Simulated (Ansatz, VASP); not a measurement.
# One calculation of TePbS4, two programs

INCAR

```
PREC     = Accurate       # precision mode
ENCUT    = 500            # plane-wave cutoff, eV
EDIFF    = 1E-7           # SCF threshold, eV
ISMEAR   = 0              # smearing method
SIGMA    = 0.15           # smearing width, eV
LREAL    = False          # projectors in reciprocal space
LASPH    = True           # aspherical terms in the spheres
NELM     = 120            # most SCF steps
ALGO     = Normal         # electronic algorithm
ISIF     = 3              # what is computed and relaxed
LWAVE    = False          # write WAVECAR
LCHARG   = False          # write CHGCAR
GGA      = PE             # functional
IBRION   = 2              # ionic algorithm
NSW      = 36             # ionic steps
EDIFFG   = -0.08          # ionic threshold
GGA_COMPAT= False        
NELMIN   = 4
```

The input KPOINTS:

```
Automatic mesh
0
Gamma
  3 3 3
```

The input POSCAR:

```
TePbS4
1.0
    0.0000000000      4.4553212300      4.4553212300
    4.4553212300      0.0000000000      4.4553212300
    4.4553212300      4.4553212300      0.0000000000
Te Pb S
1 1 4
Direct
    0.5000000000      0.5000000000      0.5000000000
    0.2500000000      0.2500000000      0.2500000000
    0.9251691400      0.9251691400      0.9251691400
    0.9251691400      0.9251691400      0.2244925700
    0.9251691400      0.2244925700      0.9251691400
    0.2244925700      0.9251691400      0.9251691400
```

Input for Ansatz:

```yaml
crystal:
  lattice:
    - [0.0, 4.45532123, 4.45532123]
    - [4.45532123, 0.0, 4.45532123]
    - [4.45532123, 4.45532123, 0.0]
  atoms:
    - { symbol: Te, position: [0.5, 0.5, 0.5] }
    - { symbol: Pb, position: [0.25, 0.25, 0.25] }
    - { symbol: S, position: [0.92516914, 0.92516914, 0.92516914] }
    - { symbol: S, position: [0.92516914, 0.92516914, 0.22449257] }
    - { symbol: S, position: [0.92516914, 0.22449257, 0.92516914] }
    - { symbol: S, position: [0.22449257, 0.92516914, 0.92516914] }
basis:
  ecutwfc: 420
kpoints:
  mp_grid: { grid: [3, 3, 3] }
hamiltonian:
  xc: pbe
scf:
  occupations: { method: gaussian, width: 0.15 }
  lower_state_search: "off"
output:
  forces: true
  stress: true
  eigenvalues: true
relax:
  adjacent_minimum: "off"
  f_tol: 0.08
  max_steps: 16
  cell: { stress_tol: 0.8 }
```

Alike in both runs: task relaxation of cell and atoms; functional PBE; k mesh 3 × 3 × 3; occupations gaussian, width 0.15 eV; no spin polarisation.

|  | VASP | Ansatz |
| --- | --- | --- |
| version | VASP 6.6.1 | Ansatz 0.2.0 |
| potentials or method | VASP PAW PBE potentials, release 64 (Te, Pb_d, S), cutoff 500 eV | scalar-relativistic, plane waves, PAW |
| valence electrons in the cell | 44 | 54 |

```csv
,VASP,Ansatz,Ansatz less VASP
"gap on the k mesh at the Fermi level, each at its own relaxed structure (eV)",none,none,-
relaxed volume (Å³/atom),21.16,21.72,+0.562
relaxed cell length with the largest relative difference (Å),5.641,5.691,+0.0495
```

A gap of «none» marks a metal or a gap that the smearing closes. VASP's potentials hold 44 valence electrons a cell and Ansatz's 54, so a difference there can come from the potentials and not from the codes.

The k mesh is coarse, so the values compare programs but aren't converged. Spin-orbit coupling is off throughout. Noted on VASP's run: the volume moved by over 15 % at a fixed basis, so the end points are rough.
